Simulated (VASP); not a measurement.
# Si2W in VASP: single point with PBE

Aim: the single point of Si2W with PBE.

Everything below comes from runs of VASP 6.6.1. Logs are shortened: lines on timing, memory, paths and dates and some standing lists are left out, and cuts for length are marked.

## Step 1: The cell of the first run

The cell holds a slab with vacuum, 9 atoms: a = 3.229 Å, b = 3.229 Å, c = 25.470 Å, α = 90.00°, β = 90.00°, γ = 90.00°.

## Step 2: Single point, PBE

INCAR reads:

```
SYSTEM = Si2W
ALGO = Normal ; DIPOL = 0.5 0.5 0.500
EDIFF = 1E-6 ; ENCUT = 520
GGA = PE ; IDIPOL = 3
ISIF = 2 ; ISMEAR = 0
LASPH = .True. ; LCHARG = .False.
LDIPOL = .True. ; LREAL = .False.
LWAVE = .False. ; NBANDS = 43
NELM = 60 ; PREC = Accurate
SIGMA = 0.1
```

KPOINTS reads:

```
k-points
0
Gamma
  11 11 3
  0 0 0
```

POSCAR reads:

```
Si2W
1.0
    3.2289953143      0.0000000000      0.0000000000
    0.0000000000      3.2289953143      0.0000000000
    0.0000000000      0.0000000000     25.4695770724
Si W
6 3
Direct
    0.0000000000      0.0000000000      0.2944689650
    0.0000000000      0.0000000000      0.3966594848
    0.5000000000      0.5000000000      0.4489047401
    0.5000000000      0.5000000000      0.5510952599
    0.0000000000      0.0000000000      0.6033405152
    0.0000000000      0.0000000000      0.7055310350
    0.5000000000      0.5000000000      0.3455642249
    0.0000000000      0.0000000000      0.5000000000
    0.5000000000      0.5000000000      0.6544357751
```

Potentials or basis: VASP PAW PBE potentials, release 64 (Si, W_sv).

Run with:

```bash
cat potpaw_PBE.64/Si/POTCAR potpaw_PBE.64/W_sv/POTCAR > POTCAR
mpirun -np 1 vasp_std > vasp.out
```

OUTCAR:

```text
SYSTEM = Si2W
   EDIFF = 1E-6
   ENCUT = 520
   GGA = PE
   ISIF = 2
   ISMEAR = 0
   LASPH = .True.
   LREAL = .False.
   NELM = 60
   PREC = Accurate

 ion  position               nearest neighbor table
   1  0.000  0.000  0.294-   2 2.60   7 2.63   7 2.63   7 2.63   7 2.63
   2  0.000  0.000  0.397-   1 2.60   7 2.63   7 2.63   7 2.63   7 2.63   8 2.63   3 2.64   3 2.64
                             3 2.64   3 2.64
   3  0.500  0.500  0.449-   4 2.60   8 2.63   8 2.63   8 2.63   8 2.63   7 2.63   2 2.64   2 2.64
                             2 2.64   2 2.64
   4  0.500  0.500  0.551-   3 2.60   8 2.63   8 2.63   8 2.63   8 2.63   9 2.63   5 2.64   5 2.64
                             5 2.64   5 2.64
   5  0.000  0.000  0.603-   6 2.60   9 2.63   9 2.63   9 2.63   9 2.63   8 2.63   4 2.64   4 2.64
                             4 2.64   4 2.64
   6  0.000  0.000  0.706-   5 2.60   9 2.63   9 2.63   9 2.63   9 2.63
   7  0.500  0.500  0.346-   2 2.63   2 2.63   2 2.63   2 2.63   1 2.63   1 2.63   1 2.63   1 2.63
                             3 2.63
   8  0.000  0.000  0.500-   3 2.63   4 2.63   3 2.63   4 2.63   3 2.63   4 2.63   3 2.63   4 2.63
                             2 2.63   5 2.63
   9  0.500  0.500  0.654-   5 2.63   5 2.63   5 2.63   5 2.63   6 2.63   6 2.63   6 2.63   6 2.63
                             4 2.63

  LATTYP: Found a simple tetragonal cell.
 ALAT       =     3.2289953143
 C/A-ratio  =     7.8877714562

  Lattice vectors:

 A1 = (   3.2289953143,   0.0000000000,   0.0000000000)
 A2 = (   0.0000000000,   3.2289953143,   0.0000000000)
 A3 = (   0.0000000000,   0.0000000000,  25.4695770724)

Analysis of symmetry for initial positions (statically):
=====================================================================
 Subroutine PRICEL returns:
 Original cell was already a primitive cell.

 Routine SETGRP: Setting up the symmetry group for a
 simple tetragonal supercell.

 Subroutine GETGRP returns: Found 16 space group operations
 (whereof 16 operations were pure point group operations)
 out of a pool of 16 trial point group operations.

The static configuration has the point symmetry D_4h.

Analysis of symmetry for dynamics (positions and initial velocities):
=====================================================================
 Subroutine PRICEL returns:
 Original cell was already a primitive cell.

 Routine SETGRP: Setting up the symmetry group for a
 simple tetragonal supercell.

 Subroutine GETGRP returns: Found 16 space group operations
 (whereof 16 operations were pure point group operations)
 out of a pool of 16 trial point group operations.

The dynamic configuration has the point symmetry D_4h.

 Subroutine INISYM returns: Found 16 space group operations
 (whereof 16 operations are pure point group operations),
 and found     1 'primitive' translations

----------------------------------------------------------------------------------------

                                     Primitive cell

  volume of cell :     265.5563

  direct lattice vectors                    reciprocal lattice vectors
     3.228995314  0.000000000  0.000000000     0.309693853  0.000000000  0.000000000
     0.000000000  3.228995314  0.000000000     0.000000000  0.309693853  0.000000000
     0.000000000  0.000000000 25.469577072     0.000000000  0.000000000  0.039262529

  length of vectors
     3.228995314  3.228995314 25.469577072     0.309693853  0.309693853  0.039262529

  position of ions in fractional coordinates (direct lattice)
     0.000000000  0.000000000  0.294468965
     0.000000000  0.000000000  0.396659485
     0.500000000  0.500000000  0.448904740
     0.500000000  0.500000000  0.551095260
     0.000000000  0.000000000  0.603340515
     0.000000000  0.000000000  0.705531035
     0.500000000  0.500000000  0.345564225
     0.000000000  0.000000000  0.500000000
     0.500000000  0.500000000  0.654435775

  ion indices of the primitive-cell ions
   primitive index   ion index
                 1           1
                 2           2
                 3           3
                 4           4
                 5           5
                 6           6
                 7           7
                 8           8
                 9           9

----------------------------------------------------------------------------------------

 KPOINTS: k-points

Automatic generation of k-mesh.
 Grid dimensions read from file:
 generate k-points for:   11   11    3

 Generating k-lattice:

  Cartesian coordinates                     Fractional coordinates (reciprocal lattice)
     0.028153987  0.000000000  0.000000000     0.090909091  0.000000000  0.000000000
     0.000000000  0.028153987  0.000000000     0.000000000  0.090909091  0.000000000
     0.000000000  0.000000000  0.013087510     0.000000000  0.000000000  0.333333333

  Length of vectors
     0.028153987  0.028153987  0.013087510

  Shift w.r.t. Gamma in fractional coordinates (k-lattice)
     0.000000000  0.000000000  0.000000000

 Subroutine IBZKPT returns following result:
 ===========================================

 Found     42 irreducible k-points:

 Following reciprocal coordinates:
            Coordinates               Weight
  0.000000  0.000000  0.000000      1.000000
  0.090909  0.000000  0.000000      4.000000
  0.181818  0.000000  0.000000      4.000000
  0.272727  0.000000  0.000000      4.000000
  0.363636  0.000000  0.000000      4.000000
  0.454545  0.000000  0.000000      4.000000
[... 16 lines left out ...]
  0.090909  0.000000  0.333333      8.000000
  0.181818  0.000000  0.333333      8.000000
 [... further k-points ...]
   k-points           NKPTS =     42   k-points in BZ     NKDIM =     42   number of bands    NBANDS=     43
   number of dos      NEDOS =    301   number of ions     NIONS =      9
   total plane-waves  NPLWV = 110592
   dimension x,y,z NGX =    24 NGY =   24 NGZ =  192
   dimension x,y,z NGXF=    48 NGYF=   48 NGZF=  384
   ions per type =               6   3
   NGX,Y,Z   is equivalent  to a cutoff of  12.36, 12.36, 12.53 a.u.
   NGXF,Y,Z  is equivalent  to a cutoff of  24.71, 24.71, 25.06 a.u.
 SYSTEM =  Si2W
   PREC   = accura    normal or accurate (medium, high low for compatibility)
   ISTART =      0    job   : 0-new  1-cont  2-samecut
   ICHARG =      2    charge: 1-file 2-atom 10-const
   ISPIN  =      1    spin polarized calculation?
   LNONCOLLINEAR =      F non collinear calculations
   LSORBIT =      F    spin-orbit coupling
   LASPH  =      T    aspherical Exc in radial PAW
   ENCUT  =  520.0 eV  38.22 Ry    6.18 a.u.   6.00  6.00 47.36*2*pi/ulx,y,z
   NELM   =     60;   NELMIN=  2; NELMDL= -5     # of ELM steps
   EDIFF  = 0.1E-05   stopping-criterion for ELM
   LREAL  =      F    real-space projection
   EDIFFG = 0.1E-04   stopping-criterion for IOM
   NSW    =      0    number of steps for IOM
   IBRION =     -1    ionic relax: 0-MD 1-quasi-New 2-CG
   NFREE  =      0    steps in history (QN), initial steepest desc. (CG)
   ISIF   =      2    stress and relaxation
   ISYM   =      2    0-nonsym 1-usesym 2-fastsym
   POTIM  = 0.5000    time-step for ionic-motion
   TEBEG  =    0.0;   TEEND  =   0.0 temperature during run
   PSTRESS=    0.0 pullay stress
   NELECT =      66.0000    total number of electrons
   NUPDOWN=      -1.0000    fix difference up-down
   EMIN   =  10.00;   EMAX   =-10.00  energy-range for DOS
   EFERMI =   0.00;   METHOD = LEGACY
   ISMEAR =     0;   SIGMA  =   0.10  broadening in eV -4-tet -1-fermi 0-gaus
   EFERMI_NEDOS =   21; number of points for ismear=-14 and -15
   IALGO  =     38    algorithm
   IMIX   =      4    mixing-type and parameters
     AMIX     =   0.40;   BMIX     =  1.00
     AMIX_MAG =   1.60;   BMIX_MAG =  1.00
  volume/ion in A,a.u.               =      29.51       199.12
  Fermi-wavevector in a.u.,A,eV,Ry     =   1.029289  1.945074 14.414497  1.059436
  Thomas-Fermi vector in A             =   2.163329
   LORBIT       =      0    0 simple, 1 ext, 2 COOP (PROOUT), +10 PAW based schemes
   GGA     = PE    functional components
   LHFCALC =     F    Hartree Fock is set to
   AEXX    =    0.0000 exact exchange contribution
   IVDW    =     0    specifies the selected vdW correction
   LEPSILON=     F    determine dielectric tensor
   LRPA    =     F    only Hartree local field effects (RPA)
 non-spin polarized calculation
 Gauss-broadening in eV      SIGMA  =   0.10
  energy-cutoff  :      520.00
  volume of cell :      265.56
 maximum number of plane-waves:      7228
   NGX = 13   NGY = 13   NGZ = 95

 dipolmoment           0.000000      0.000000     -0.000000 electrons x Angstroem

 number of electron      65.9999998 magnetization

 dipolmoment           0.000000      0.000000      0.000000 electrons x Angstroem

 Free energy of the ion-electron system (eV)
  ---------------------------------------------------
  ext. energy  EPLUGINS =         0.00000000
  ---------------------------------------------------
  free energy    TOTEN  =       -71.16664929 eV

  energy without entropy =      -71.14001898  energy(sigma->0) =      -71.15333414

 E-fermi :   2.9821     XC(G=0):  -6.6207

 val. band max:        2.9566804849   @ k =   0.4545   0.0000   0.0000
 cond. band min:       3.0051490225   @ k =   0.4545   0.0909   0.3333
 fundamental gap:      0.0484685376
 Fermi energy:         2.9820812649

 k-point     1 :       0.0000    0.0000    0.0000
  band No.  band energies     occupation
      1     -70.7867      2.00000
      2     -70.7867      2.00000
      3     -70.7360      2.00000
      4     -35.0313      2.00000
      5     -35.0307      2.00000
      6     -34.9937      2.00000
[... 35 lines left out ...]
     42       5.8523      0.00000
     43       6.5530      0.00000
[... 1017 lines left out ...]
      3     -70.7339      2.00000
      4     -35.0534      2.00000
      5     -35.0534      2.00000
      6     -35.0366      2.00000
[... 35 lines left out ...]
     42       6.6442      0.00000
     43       7.4476      0.00000

 [... further k-points ...]

------------------------ aborting loop because EDIFF is reached ----------------------------------------

 vacuum level on the upper side and lower side of the slab       (xc-potential included)        -0.165        -0.165

  FORCE on cell =-STRESS in cart. coord.  units (eV):
  Direction    XX          YY          ZZ          XY          YZ          ZX
  --------------------------------------------------------------------------------------
  -------------------------------------------------------------------------------------
  Total       -1.8980257     -1.8980257     -2.3817385      0.0000000      0.0000000     -0.0000000
  in kB      -11.4513348    -11.4513348    -14.3697132      0.0000000      0.0000000     -0.0000000
  external PRESSURE =     -12.4241276 kB  Pullay stress =       0.0000000 kB

 VOLUME and BASIS-vectors are now :
 -----------------------------------------------------------------------------
  energy-cutoff  :      520.00
  volume of cell :      265.56
      direct lattice vectors                 reciprocal lattice vectors
     3.228995314  0.000000000  0.000000000     0.309693853  0.000000000  0.000000000
     0.000000000  3.228995314  0.000000000     0.000000000  0.309693853  0.000000000
     0.000000000  0.000000000 25.469577072     0.000000000  0.000000000  0.039262529

 POSITION                                       TOTAL-FORCE (eV/Angst)
 -----------------------------------------------------------------------------------
      0.00000      0.00000      7.50000        -0.000000     -0.000000      0.312683
      0.00000      0.00000     10.10275        -0.000000     -0.000000     -0.299137
      1.61450      1.61450     11.43341        -0.000000      0.000000     -0.407380
      1.61450      1.61450     14.03616         0.000000     -0.000000      0.407380
      0.00000      0.00000     15.36683        -0.000000     -0.000000      0.299137
      0.00000      0.00000     17.96958        -0.000000     -0.000000     -0.312683
      1.61450      1.61450      8.80137        -0.000000      0.000000      0.215935
      0.00000      0.00000     12.73479        -0.000000     -0.000000     -0.000000
      1.61450      1.61450     16.66820         0.000000     -0.000000     -0.215935
 -----------------------------------------------------------------------------------
    total drift:                                0.000000     -0.000000      0.000000

  FREE ENERGIE OF THE ION-ELECTRON SYSTEM (eV)
  ---------------------------------------------------
  free  energy   TOTEN  =       -71.1666492878 eV

  energy  without entropy=      -71.1400189834  energy(sigma->0) =      -71.15333414

 vacuum level on the upper side and lower side of the slab         7.392         7.392
```

Wall time 20 min (1 thread of Intel Xeon 8259CL, shared host); peak memory 0.57 GiB.

Results:

- Free energy: -71.1666 eV
- Largest force: 0.407 eV/Å
- Band gap on the k mesh: zero (bands 33 and 34 overlap by 0.74 eV)

Forces in eV/Å, atoms in the order of the input:
```
Si   0.000  0.000  0.313
Si   0.000  0.000 -0.299
Si   0.000  0.000 -0.407
Si   0.000  0.000  0.407
Si   0.000  0.000  0.299
Si   0.000  0.000 -0.313
W    0.000  0.000  0.216
W    0.000  0.000  0.000
W    0.000  0.000 -0.216
```

Caveat: spin-orbit coupling is left out, which moves the levels of the heavy elements.
